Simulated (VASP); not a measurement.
# RbBr (Pmm2) in VASP: further runs

Runs on RbBr. Level: PBE. Tasks: single point.

Everything below comes from runs of VASP 6.6.1. Logs are shortened: lines on timing, memory, paths and dates and some standing lists are left out, and cuts for length are marked.

**1. The cell of the first run**

It takes space group Pmm2 (No. 25, orthorhombic). Conventional cell: a = 4.081 Å, b = 4.193 Å, c = 4.081 Å, α = 90.00°, β = 90.00°, γ = 90.00°. Within 4.3 Å of Rb (site symmetry mm2) lie 8 Br at 3.11 to 4.20 Å and 6 Rb at 4.08 to 4.19 Å. Within 4.3 Å of Br (site symmetry mm2) lie 8 Rb at 3.11 to 4.20 Å and 6 Br at 4.08 to 4.19 Å.

**2. Single point, PBE (atoms displaced along a vibrational mode, the cell strained)**

INCAR

```
SYSTEM = RbBr
PREC = Accurate
ENCUT = 520
EDIFF = 1E-7
ISMEAR = 0
SIGMA = 0.05
LREAL = .False.
LASPH = .True.
NELM = 80
ALGO = Normal
ISIF = 2
LWAVE = .False.
LCHARG = .False.
GGA = PE
NBANDS = 15
```

KPOINTS

```
Automatic mesh
0
Gamma
  6 6 6
  0 0 0
```

POSCAR

```
RbBr
1.0
    4.0809516169      0.0000000000      0.0000000000
    0.0000000000      4.0809516169      0.0000000000
    0.0000000000      0.0000000000      4.1929021031
Rb Br
1 1
Direct
   -0.1157227195      0.0000000000      0.0000000000
    0.6237806148      0.5000000000      0.5000000000
```

Potentials or basis: VASP PAW PBE potentials, release 64 (Rb_sv, Br).

Started as:

```console
> cat potpaw_PBE.64/Rb_sv/POTCAR potpaw_PBE.64/Br/POTCAR > POTCAR
> mpirun -np 1 vasp_std > vasp.out
```

OUTCAR:

```text
SYSTEM = RbBr
   PREC = Accurate
   ENCUT = 520
   EDIFF = 1E-7
   ISMEAR = 0
   LREAL = .False.
   LASPH = .True.
   NELM = 80
   ISIF = 2
   GGA = PE

 ion  position               nearest neighbor table
   1  0.884  0.000  0.000-   2 3.11   2 3.11   2 3.11   2 3.11   2 4.20   2 4.20   2 4.20   2 4.20

   2  0.624  0.500  0.500-   1 3.11   1 3.11   1 3.11   1 3.11   1 4.20   1 4.20   1 4.20   1 4.20

  LATTYP: Found a simple tetragonal cell.
 ALAT       =     4.0809516169
 C/A-ratio  =     1.0274324463

  Lattice vectors:

 A1 = (   4.0809516169,   0.0000000000,   0.0000000000)
 A2 = (   0.0000000000,   4.0809516169,   0.0000000000)
 A3 = (   0.0000000000,   0.0000000000,   4.1929021031)

Analysis of symmetry for initial positions (statically):
=====================================================================
 Subroutine PRICEL returns:
 Original cell was already a primitive cell.

 Routine SETGRP: Setting up the symmetry group for a
 simple tetragonal supercell.

 Subroutine GETGRP returns: Found  4 space group operations
 (whereof  4 operations were pure point group operations)
 out of a pool of 16 trial point group operations.

The static configuration has the point symmetry C_2v.

Analysis of symmetry for dynamics (positions and initial velocities):
=====================================================================
 Subroutine PRICEL returns:
 Original cell was already a primitive cell.

 Routine SETGRP: Setting up the symmetry group for a
 simple tetragonal supercell.

 Subroutine GETGRP returns: Found  4 space group operations
 (whereof  4 operations were pure point group operations)
 out of a pool of 16 trial point group operations.

The dynamic configuration has the point symmetry C_2v.

 Subroutine INISYM returns: Found  4 space group operations
 (whereof  4 operations are pure point group operations),
 and found     1 'primitive' translations

----------------------------------------------------------------------------------------

                                     Primitive cell

  volume of cell :      69.8293

  direct lattice vectors                    reciprocal lattice vectors
     4.080951617  0.000000000  0.000000000     0.245040886  0.000000000  0.000000000
     0.000000000  4.080951617  0.000000000     0.000000000  0.245040886  0.000000000
     0.000000000  0.000000000  4.192902103     0.000000000  0.000000000  0.238498294

  length of vectors
     4.080951617  4.080951617  4.192902103     0.245040886  0.245040886  0.238498294

  position of ions in fractional coordinates (direct lattice)
     0.884277281  0.000000000  0.000000000
     0.623780615  0.500000000  0.500000000

  ion indices of the primitive-cell ions
   primitive index   ion index
                 1           1
                 2           2

----------------------------------------------------------------------------------------

 KPOINTS: Automatic mesh

Automatic generation of k-mesh.
 Grid dimensions read from file:
 generate k-points for:    6    6    6

 Generating k-lattice:

  Cartesian coordinates                     Fractional coordinates (reciprocal lattice)
     0.040840148  0.000000000  0.000000000     0.166666667  0.000000000  0.000000000
     0.000000000  0.040840148  0.000000000     0.000000000  0.166666667  0.000000000
     0.000000000  0.000000000  0.039749716     0.000000000  0.000000000  0.166666667

  Length of vectors
     0.040840148  0.040840148  0.039749716

  Shift w.r.t. Gamma in fractional coordinates (k-lattice)
     0.000000000  0.000000000  0.000000000

 Subroutine IBZKPT returns following result:
 ===========================================

 Found     64 irreducible k-points:

 Following reciprocal coordinates:
            Coordinates               Weight
  0.000000  0.000000  0.000000      1.000000
  0.166667  0.000000  0.000000      2.000000
  0.000000  0.166667  0.000000      2.000000
  0.333333  0.000000  0.000000      2.000000
  0.000000  0.333333  0.000000      2.000000
  0.500000  0.000000  0.000000      1.000000
[... 16 lines left out ...]
  0.000000  0.500000  0.166667      2.000000
  0.166667  0.166667  0.166667      8.000000
 [... further k-points ...]
   k-points           NKPTS =     64   k-points in BZ     NKDIM =     64   number of bands    NBANDS=     15
   number of dos      NEDOS =    301   number of ions     NIONS =      2
   total plane-waves  NPLWV =  28800
   dimension x,y,z NGX =    30 NGY =   30 NGZ =   32
   dimension x,y,z NGXF=    60 NGYF=   60 NGZF=   64
   ions per type =               1   1
   NGX,Y,Z   is equivalent  to a cutoff of  12.22, 12.22, 12.69 a.u.
   NGXF,Y,Z  is equivalent  to a cutoff of  24.44, 24.44, 25.38 a.u.
 SYSTEM =  RbBr
   PREC   = accura    normal or accurate (medium, high low for compatibility)
   ISTART =      0    job   : 0-new  1-cont  2-samecut
   ICHARG =      2    charge: 1-file 2-atom 10-const
   ISPIN  =      1    spin polarized calculation?
   LNONCOLLINEAR =      F non collinear calculations
   LSORBIT =      F    spin-orbit coupling
   LASPH  =      T    aspherical Exc in radial PAW
   ENCUT  =  520.0 eV  38.22 Ry    6.18 a.u.   7.59  7.59  7.80*2*pi/ulx,y,z
   NELM   =     80;   NELMIN=  2; NELMDL= -5     # of ELM steps
   EDIFF  = 0.1E-06   stopping-criterion for ELM
   LREAL  =      F    real-space projection
   EDIFFG = 0.1E-05   stopping-criterion for IOM
   NSW    =      0    number of steps for IOM
   IBRION =     -1    ionic relax: 0-MD 1-quasi-New 2-CG
   NFREE  =      0    steps in history (QN), initial steepest desc. (CG)
   ISIF   =      2    stress and relaxation
   ISYM   =      2    0-nonsym 1-usesym 2-fastsym
   POTIM  = 0.5000    time-step for ionic-motion
   TEBEG  =    0.0;   TEEND  =   0.0 temperature during run
   PSTRESS=    0.0 pullay stress
   NELECT =      16.0000    total number of electrons
   NUPDOWN=      -1.0000    fix difference up-down
   EMIN   =  10.00;   EMAX   =-10.00  energy-range for DOS
   EFERMI =   0.00;   METHOD = LEGACY
   ISMEAR =     0;   SIGMA  =   0.05  broadening in eV -4-tet -1-fermi 0-gaus
   EFERMI_NEDOS =   21; number of points for ismear=-14 and -15
   IALGO  =     38    algorithm
   IMIX   =      4    mixing-type and parameters
     AMIX     =   0.40;   BMIX     =  1.00
     AMIX_MAG =   1.60;   BMIX_MAG =  1.00
  volume/ion in A,a.u.               =      34.91       235.62
  Fermi-wavevector in a.u.,A,eV,Ry     =   1.001772  1.893075 13.654092  1.003547
  Thomas-Fermi vector in A             =   2.134216
   LORBIT       =      0    0 simple, 1 ext, 2 COOP (PROOUT), +10 PAW based schemes
   GGA     = PE    functional components
   LHFCALC =     F    Hartree Fock is set to
   AEXX    =    0.0000 exact exchange contribution
   IVDW    =     0    specifies the selected vdW correction
   LEPSILON=     F    determine dielectric tensor
   LRPA    =     F    only Hartree local field effects (RPA)
 non-spin polarized calculation
 Gauss-broadening in eV      SIGMA  =   0.05
  energy-cutoff  :      520.00
  volume of cell :       69.83
 maximum number of plane-waves:      1904
   NGX = 15   NGY = 15   NGZ = 15

 number of electron      16.0000001 magnetization

 Free energy of the ion-electron system (eV)
  ---------------------------------------------------
  ext. energy  EPLUGINS =         0.00000000
  ---------------------------------------------------
  free energy    TOTEN  =        -5.57262882 eV

  energy without entropy =       -5.57262882  energy(sigma->0) =       -5.57262882

 E-fermi :  -0.3753     XC(G=0):  -7.8207

 val. band max:       -0.6132759934   @ k =   0.0000   0.5000   0.1667
 cond. band min:       3.3940605175   @ k =   0.0000   0.0000   0.0000
 fundamental gap:      4.0073365109
 Fermi energy:        -0.3752579823

 k-point     1 :       0.0000    0.0000    0.0000
  band No.  band energies     occupation
      1     -25.5240      2.00000
      2     -13.4093      2.00000
      3      -9.5979      2.00000
      4      -9.5650      2.00000
      5      -9.5136      2.00000
      6      -1.0054      2.00000
      7      -0.9386      2.00000
      8      -0.8257      2.00000
      9       3.3941      0.00000
     10       4.6564      0.00000
     11       6.7997      0.00000
     12       8.6348      0.00000
     13       9.2259      0.00000
     14       9.8895      0.00000
     15      10.0757      0.00000

 k-point     2 :       0.1667    0.0000    0.0000
  band No.  band energies     occupation
      1     -25.5182      2.00000
      2     -13.3946      2.00000
      3      -9.5878      2.00000
      4      -9.5858      2.00000
      5      -9.5538      2.00000
      6      -1.3962      2.00000
      7      -0.9375      2.00000
      8      -0.8210      2.00000
      9       4.0302      0.00000
     10       4.8228      0.00000
     11       7.3155      0.00000
     12       8.7305      0.00000
     13       9.1492      0.00000
     14       9.3592      0.00000
     15       9.4134      0.00000

 k-point     3 :       0.0000    0.1667    0.0000
  band No.  band energies     occupation
      1     -25.5168      2.00000
      2     -13.4348      2.00000
      3      -9.6187      2.00000
      4      -9.5731      2.00000
      5      -9.4574      2.00000
      6      -1.3218      2.00000
      7      -1.0467      2.00000
      8      -0.9189      2.00000
      9       3.9243      0.00000
     10       5.2712      0.00000
     11       6.5789      0.00000
     12       8.5037      0.00000
     13       8.6038      0.00000
     14      10.1741      0.00000
     15      10.7317      0.00000
[... 343 lines left out ...]
 k-point    23 :       0.0000    0.5000    0.1667
  band No.  band energies     occupation
      1     -25.4902      2.00000
      2     -13.4548      2.00000
      3      -9.6194      2.00000
      4      -9.6088      2.00000
      5      -9.5363      2.00000
      6      -2.1887      2.00000
      7      -1.4526      2.00000
      8      -0.6133      2.00000
      9       5.3049      0.00000
     10       5.9814      0.00000
     11       7.5979      0.00000
     12       7.8686      0.00000
     13       9.6325      0.00000
     14       9.7241      0.00000
     15      10.2082      0.00000

 k-point    24 :       0.1667    0.1667    0.1667
  band No.  band energies     occupation
      1     -25.5057      2.00000
      2     -13.4207      2.00000
      3      -9.6641      2.00000
      4      -9.6546      2.00000
      5      -9.4183      2.00000
      6      -1.5183      2.00000
      7      -1.1978      2.00000
      8      -1.1185      2.00000
      9       4.7749      0.00000
     10       5.8433      0.00000
     11       6.9378      0.00000
     12       8.1288      0.00000
     13       8.4959      0.00000
     14       9.2583      0.00000
     15      10.8381      0.00000

 [... further k-points ...]

------------------------ aborting loop because EDIFF is reached ----------------------------------------

  FORCE on cell =-STRESS in cart. coord.  units (eV):
  Direction    XX          YY          ZZ          XY          YZ          ZX
  --------------------------------------------------------------------------------------
  -------------------------------------------------------------------------------------
  Total        1.2109982      2.9344567      2.7317266      0.0000000      0.0000000      0.0000000
  in kB       27.7853890     67.3287698     62.6772877      0.0000000      0.0000000      0.0000000
  external PRESSURE =      52.5971488 kB  Pullay stress =       0.0000000 kB

 VOLUME and BASIS-vectors are now :
 -----------------------------------------------------------------------------
  energy-cutoff  :      520.00
  volume of cell :       69.83
      direct lattice vectors                 reciprocal lattice vectors
     4.080951617  0.000000000  0.000000000     0.245040886  0.000000000  0.000000000
     0.000000000  4.080951617  0.000000000     0.000000000  0.245040886  0.000000000
     0.000000000  0.000000000  4.192902103     0.000000000  0.000000000  0.238498294

 POSITION                                       TOTAL-FORCE (eV/Angst)
 -----------------------------------------------------------------------------------
      3.60869      0.00000      0.00000         0.832635      0.000000      0.000000
      2.54562      2.04048      2.09645        -0.832635      0.000000      0.000000
 -----------------------------------------------------------------------------------
    total drift:                                0.000042      0.000000      0.000000

  FREE ENERGIE OF THE ION-ELECTRON SYSTEM (eV)
  ---------------------------------------------------
  free  energy   TOTEN  =        -5.5726288210 eV

  energy  without entropy=       -5.5726288210  energy(sigma->0) =       -5.57262882
```

It took 42 s on 1 thread of Intel Xeon Platinum 8375C at 2.90GHz (Ice Lake), shared host; peak memory 0.21 GiB.

Results:

```
Free energy            : -5.5726 eV
Pressure               : 5.3 GPa
Largest force          : 0.833 eV/Å
Band gap on the k mesh : 4.01 eV (least direct gap 4.22 eV)
```

Forces in eV/Å, atoms in the order of the input:
```
Rb   0.833  0.000  0.000
Br  -0.833  0.000  0.000
```

Caveat: the cell differs from its parent crystal (atoms displaced along a vibrational mode, the cell strained); the cell stands under pressure.

**3. Single point, PBE (atoms displaced along a vibrational mode, the cell strained)**

INCAR

```
SYSTEM = RbBr
PREC = Accurate ; ENCUT = 520
EDIFF = 1E-6 ; ISMEAR = 0
SIGMA = 0.05 ; LREAL = .FALSE.
LASPH = .TRUE. ; NELM = 80
ALGO = Normal ; ISIF = 2
LWAVE = .FALSE. ; LCHARG = .FALSE.
GGA = PE ; NBANDS = 15
```

KPOINTS

```
regular mesh
0
G
  6 6 6
  0 0 0
```

POSCAR

```
RbBr
1.0
    4.0809516169      0.0000000000      0.0000000000
    0.0000000000      4.0809516169      0.0000000000
    0.0000000000      0.0000000000      4.1929021031
Rb Br
1 1
Direct
   -0.0231445439      0.0000000000      0.0000000000
    0.5247561230      0.5000000000      0.5000000000
```

Potentials or basis: VASP PAW PBE potentials, release 64 (Rb_sv, Br).

Started as:

```console
> cat potpaw_PBE.64/Rb_sv/POTCAR potpaw_PBE.64/Br/POTCAR > POTCAR
> mpirun -np 1 vasp_std > vasp.out
```

Run time: 37 s. Hardware: 1 thread of Intel Xeon Platinum 8375C at 2.90GHz (Ice Lake), shared host; peak memory 0.21 GiB.

It converged, with:

```yaml
Free_energy: -5.9741 eV
Pressure: 1.1 GPa
Largest_force: 0.167 eV/Å
Band_gap_on_the_k_mesh: 4.06 eV (least direct gap 4.21 eV)
```

Forces on the atoms (eV/Å):
```
Rb   0.167  0.000  0.000
Br  -0.167  0.000  0.000
```

Stress tensor (GPa, compression positive):
```
1.33 0.00 0.00
0.00 1.43 0.00
0.00 0.00 0.64
```

Levels at points of the mesh, in eV from the valence-band top:
| k point | band 4 | band 5 | band 6 | band 7 | band 8 | band 9 | band 10 | band 11 | band 12 | band 13 |
| --- | --- | --- | --- | --- | --- | --- | --- | --- | --- | --- |
| (0.00, 0.00, 0.00) | -9.10 | -9.10 | -0.28 | -0.16 | -0.15 | 4.06 | 5.50 | 5.66 | 9.81 | 9.88 |
| (0.50, 0.00, 0.00) | -9.07 | -9.05 | -1.77 | -0.36 | -0.20 | 6.81 | 7.11 | 7.74 | 8.75 | 9.66 |
| (0.00, 0.50, 0.00) | -9.06 | -9.05 | -1.77 | -0.38 | -0.19 | 6.82 | 7.07 | 7.69 | 8.46 | 9.77 |
| (0.50, 0.50, 0.00) | -9.42 | -9.03 | -1.11 | -1.10 | -0.13 | 5.34 | 6.06 | 7.77 | 7.80 | 10.81 |
| (0.00, 0.00, 0.50) | -9.06 | -9.06 | -1.76 | -0.25 | -0.22 | 6.77 | 7.04 | 7.48 | 8.52 | 9.99 |
| (0.50, 0.00, 0.50) | -9.37 | -9.02 | -1.12 | -1.07 | -0.01 | 5.27 | 6.26 | 7.99 | 8.11 | 10.63 |
| (0.00, 0.50, 0.50) | -9.39 | -9.02 | -1.12 | -1.06 | 0.00 | 5.27 | 6.31 | 8.00 | 8.09 | 10.81 |
| (0.50, 0.50, 0.50) | -9.36 | -9.30 | -1.39 | -1.39 | -1.35 | 8.00 | 8.06 | 8.28 | 9.41 | 9.47 |

Caveat: the cell differs from its parent crystal (atoms displaced along a vibrational mode, the cell strained). A k mesh can miss the band edges.
